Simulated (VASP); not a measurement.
InAs:

```
CELL_PARAMETERS angstrom
0.00000 2.87730 2.87730
2.87730 0.00000 2.87730
2.87730 2.87730 0.00000
ATOMIC_POSITIONS crystal
In 0.50000 0.50000 0.50000
As 0.00000 0.00000 0.00000
```

* Program: VASP 6.6.1
* Task: relaxation of cell and atoms
* Functional: PBE-based screened hybrid with 25 % exact exchange
* Potentials or basis: VASP PAW PBE potentials, release 64 (In_d, As)
* Cutoff: 600 eV
* k mesh: 4 × 4 × 4
* Occupations: fermi-dirac, width 0.05 eV
* Spin: no spin polarisation

At the start: pressure -1.7 GPa; volume 23.82 Å³/atom.

**Question.** Where does the relaxation end?

**Answer.** Over 3 steps the energy falls by 3.3 meV/atom and the volume is 23.21 Å³/atom (-2.5 %); space group Fm-3m (No. 225, to 0.1 Å) before and after.

Step by step:
```
step  energy change (eV)  largest force (eV/Å)  pressure (GPa)  volume (Å³)
   1              0.0000                0.0000           -1.74        47.64
   2             -0.0053                0.0000            0.79        45.88
   3             -0.0067                0.0000            0.02        46.43
```

Final structure:
```yaml
crystal:
  lattice:
    - [0.00000, 2.85264, 2.85264]
    - [2.85264, 0.00000, 2.85264]
    - [2.85264, 2.85264, 0.00000]
  atoms:
    - { symbol: In, position: [0.50000, 0.50000, 0.50000] }
    - { symbol: As, position: [0.00000, 0.00000, 0.00000] }
```

Caveat: the k points lie up to 0.48 Å⁻¹ apart in the final cell, too coarse for converged energies and pressures of a metal; the PAW data sets were made with another functional, which shifts forces and pressure a little.
